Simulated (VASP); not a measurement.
Wanted: the native input for a VASP 6.6.1 run.

- Task: single point
- Functional: PBEsol
- Potentials or basis: VASP PAW PBE potentials, release 64 (Pb_d, S)
- Cutoff: 520 eV
- k mesh: 4 × 4 × 1
- Occupations: gaussian, width 0.01 eV
- Spin: no spin polarisation
- Dipole correction: no
- Further INCAR settings: ALGO = Normal; EDIFF = 1e-07; NBANDS = 28

The structure of PbS lies in POSCAR:

```
PbS
1.0
    2.9405000000     -2.9000000000      0.0000000000
    2.9405000000      2.9000000000      0.0000000000
   -1.0800500000      0.0000000000     11.7092900000
Pb S
2 2
Direct
    0.7756000000      0.7756000000      0.6363800000
    0.2244000000      0.2244000000      0.3636200000
    0.2684000000      0.2684000000      0.5986000000
    0.7316000000      0.7316000000      0.4014000000
```

The input as run:

INCAR

```
SYSTEM = PbS
PREC = Accurate ; ENCUT = 520
EDIFF = 1E-7 ; ISMEAR = 0
SIGMA = 0.01 ; LREAL = .False.
LASPH = .True. ; NELM = 60
ALGO = Normal ; ISIF = 2
LWAVE = .False. ; LCHARG = .False.
GGA = PS ; NBANDS = 28
```

KPOINTS

```
regular mesh
0
Gamma
  4 4 1
  0 0 0
```

Potentials or basis: VASP PAW PBE potentials, release 64 (Pb_d, S).

Command:

```bash
$ cat potpaw_PBE.64/Pb_d/POTCAR potpaw_PBE.64/S/POTCAR > POTCAR
$ mpirun -np 1 vasp_std > vasp.out
```

It gave:

```json
{"Largest force": "0.674 eV/Å", "Band gap on the k mesh": "1.38 eV, direct"}
```

Caveat: the PAW data sets were made with another functional, which shifts forces and pressure a little; spin-orbit coupling is left out, which moves the levels of the heavy elements.

Run time: 70 s on 1 thread of AMD EPYC 7R43 64-Core Processor (Zen 3) (shared host), peak memory 0.25 GiB.
